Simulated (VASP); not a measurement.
Y:

```
Y
1.0
     3.64257    0.00000    0.00000
    -1.82128    3.15456    0.00000
     0.00000    0.00000    5.87916
Y
2
Cartesian
  0.0000 2.1030 1.4698
  1.8213 1.0515 4.4094
```

```yaml
Program: VASP 6.6.1
Task: relaxation of cell and atoms
Functional: LDA
Potentials_or_basis: VASP PAW LDA potentials, release 64 (Y_sv)
Cutoff: 600 eV
k_mesh: 12 × 12 × 6
Occupations: gaussian, width 0.1 eV
Spin: no spin polarisation
```

At the start: pressure -4.6 GPa; volume 33.78 Å³/atom.

Task: How do energy, volume and symmetry change on relaxing?

Result: Over 16 steps the energy falls by 67.9 meV/atom and the volume is 29.86 Å³/atom (-11.6 %); space group P6_3/mmc (No. 194, to 0.1 Å) before and after.

The path:
| step | energy change (eV) | largest force (eV/Å) | pressure (GPa) | volume (Å³) |
| --- | --- | --- | --- | --- |
| 1 | 0.0000 | 0.0000 | -4.64 | 67.56 |
| 2 | -0.1299 | 0.0000 | 0.96 | 58.42 |
| 3 | -0.1328 | 0.0000 | 0.13 | 59.48 |
| 4 | -0.1328 | 0.0000 | 0.01 | 59.63 |
| 5 | -0.1348 | 0.0000 | -0.04 | 59.71 |
| 6 | -0.1358 | 0.0000 | -0.07 | 59.82 |
| 7 | -0.1358 | 0.0000 | -0.08 | 59.82 |
| 8 | -0.1358 | 0.0000 | 0.04 | 59.66 |
| 9 | -0.1358 | 0.0000 | 0.00 | 59.72 |
| 10 | -0.1358 | 0.0000 | 0.00 | 59.71 |
| 11 | -0.1358 | 0.0000 | 0.00 | 59.71 |
| 12 | -0.1358 | 0.0000 | 0.00 | 59.71 |
| 13 | -0.1358 | 0.0000 | 0.00 | 59.71 |
| 14 | -0.1358 | 0.0000 | 0.01 | 59.71 |
| 15 | -0.1358 | 0.0000 | 0.02 | 59.71 |
| 16 | -0.1358 | 0.0000 | 0.00 | 59.71 |

Final structure:
```yaml
crystal:
  lattice:
    - [3.54365, 0.00000, 0.00000]
    - [-1.77182, 3.06889, 0.00000]
    - [0.00000, 0.00000, 5.49073]
  atoms:
    - { symbol: Y, position: [0.33333, 0.66667, 0.25000] }
    - { symbol: Y, position: [0.66667, 0.33333, 0.75000] }
```
